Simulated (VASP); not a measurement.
A run of VASP 6.6.1 is set up as follows.

Contents of INCAR:

```
  ALGO = Fast
  EDIFF = 1E-7
  ENCUT = 520
  GGA = PS
  ISIF = 2
  ISMEAR = 0
  LASPH = True
  LCHARG = False
  LREAL = False
  LWAVE = False
  NBANDS = 42
  NELM = 100
  PREC = Accurate
  SIGMA = 0.15
```

The input KPOINTS:

```
k-points
0
Gamma
  24 24 5
```

Contents of POSCAR:

```
Ag
1.0
   -2.8670626753      0.0000000000      0.0000000000
   -1.4335313377     -2.4829491111      0.0000000000
    0.0000000000      0.0000000000     15.0721448197
Ag
6
Direct
    0.3333333333      0.3333333333      0.7002237708
    0.3333333333      0.3333333333      0.0777888093
    0.3333333333      0.3333333333      0.3890062900
    0.6666666667      0.6666666667      0.8558325111
    0.6666666667      0.6666666667      0.2333975497
    0.6666666667      0.6666666667      0.5446150304
```

Potentials or basis: VASP PAW PBE potentials, release 64 (Ag).

Run with:

```sh
$ cat potpaw_PBE.64/Ag/POTCAR > POTCAR
$ mpirun -np 1 vasp_std > vasp.out
```

(1) Estimate the band gap on the k mesh.

(2) What does it give for the pressure?

(3) What does it give for the largest force?

## Answers

(1) zero (bands 33 and 34 overlap by 6.52 eV).

(2) -2.3 GPa.

(3) 0.415 eV/Å.

Caveat: the cell differs from its parent crystal (the distance across one plane changed); the PAW data sets were made with another functional, which shifts forces and pressure a little.
